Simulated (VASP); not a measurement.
Wanted: the native input for a VASP 6.6.1 run.

```yaml
Task: relaxation of cell and atoms
Functional: PBE
Potentials_or_basis: VASP PAW PBE potentials, release 64 (As)
Cutoff: 600 eV
k_mesh: 6 × 4 × 4
Occupations: gaussian, width 0.1 eV
Spin: no spin polarisation
Dipole_correction: no
Further_INCAR_settings: ALGO = Normal; EDIFF = 1e-06; IBRION = 2; EDIFFG = -0.04; NSW = 90; ISIF = 3
```

The structure of As lies in POSCAR:

```
As
1.0
    2.5736879700      0.0000000000      0.0000000000
    0.0000000000      4.2915144500      0.0000000000
    0.0000000000      0.0000000000      3.9255316800
As
2
Direct
    0.5000000000      0.0000000000      0.9679248300
    0.0000000000      0.5000000000      0.0320751700
```

One way to write it, as run:

INCAR

```
SYSTEM = As
PREC = Accurate ; ENCUT = 600
EDIFF = 1E-6 ; ISMEAR = 0
SIGMA = 0.1 ; LREAL = .False.
LASPH = .True. ; NELM = 60
ALGO = Normal ; ISIF = 3
LWAVE = .False. ; LCHARG = .False.
GGA = PE ; IBRION = 2
NSW = 90 ; EDIFFG = -0.04
```

KPOINTS

```
Automatic mesh
0
Gamma
  6 4 4
  0 0 0
```

Potentials or basis: VASP PAW PBE potentials, release 64 (As).

Command:

```console
$ cat potpaw_PBE.64/As/POTCAR > POTCAR
$ mpirun -np 1 vasp_std > vasp.out
```

Results of the run:

```yaml
Relaxed_volume: 20.84 Å³/atom
Relaxed_cell: a = 2.631 Å, b = 5.369 Å, c = 2.951 Å, α = 90.00°, β = 90.00°, γ = 90.00°
Space_group_after_relaxing_to_0.05_Å: Cmmm (No. 65)
Energy_gained_by_relaxing: 712.1 meV/atom
Ionic_steps: 20
Pressure_after_relaxing: 0.1 GPa
Largest_force_after_relaxing: 0.004 eV/Å
Band_gap_on_the_k_mesh: zero (band 5 reaches 9.51 eV, above the bottom of band 6 at 3.23 eV)
```

Caveat: the k points lie up to 0.53 Å⁻¹ apart in the final cell; this functional lacks dispersion, which binds the layers, so the pressure and a relaxed spacing across them are unreliable.

Run time: 3.6 min on 1 thread of Intel Xeon 6975P-C, with other jobs on the host, peak memory 0.18 GiB.
